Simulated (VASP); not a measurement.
Wanted: the native input for a VASP 6.6.1 run.

| Quantity | Value |
| --- | --- |
| Task | single point |
| Functional | PBE |
| Potentials or basis | VASP PAW PBE potentials, release 64 (Al, N) |
| Cutoff | 520 eV |
| k mesh | 9 × 9 × 6 |
| Occupations | gaussian, width 0.05 eV |
| Spin | no spin polarisation |
| Dipole correction | no |
| Further INCAR settings | ALGO = Normal; EDIFF = 1e-06; NBANDS = 16 |

The structure of AlN lies in POSCAR:

```
AlN
1.0
    3.3409812192      0.0000000000      0.0000000000
   -1.6704906096      2.8933746094      0.0000000000
    0.0000000000      0.0000000000      4.2223472407
Al N
2 2
Direct
    0.3333333333      0.6666666667      0.7805460420
    0.6666666667      0.3333333333      0.2805460420
    0.3333333333      0.6666666667      0.1911594770
    0.6666666667      0.3333333333      0.6911594770
```

The input as run:

INCAR

```
SYSTEM = AlN
PREC = Accurate
ENCUT = 520
EDIFF = 1E-6
ISMEAR = 0
SIGMA = 0.05
LREAL = .False.
LASPH = .True.
NELM = 80
ALGO = Normal
ISIF = 2
LWAVE = .False.
LCHARG = .False.
GGA = PE
NBANDS = 16
```

KPOINTS

```
regular mesh
0
Gamma
  9 9 6
  0 0 0
```

Potentials or basis: VASP PAW PBE potentials, release 64 (Al, N).

Command:

```bash
$ cat potpaw_PBE.64/Al/POTCAR potpaw_PBE.64/N/POTCAR > POTCAR
$ mpirun -np 1 vasp_std > vasp.out
```

Results of the run:

* Pressure: 8.9 GPa
* Largest force: 3.042 eV/Å
* Band gap on the k mesh: 3.62 eV, direct

Caveat: forces of over 1 eV/Å act on the atoms, so gaps and moduli don't describe the material at rest.

Wall time 50 s on 1 thread of AMD EPYC 7R43 64-Core Processor (Zen 3) (shared host), peak memory 0.13 GiB.
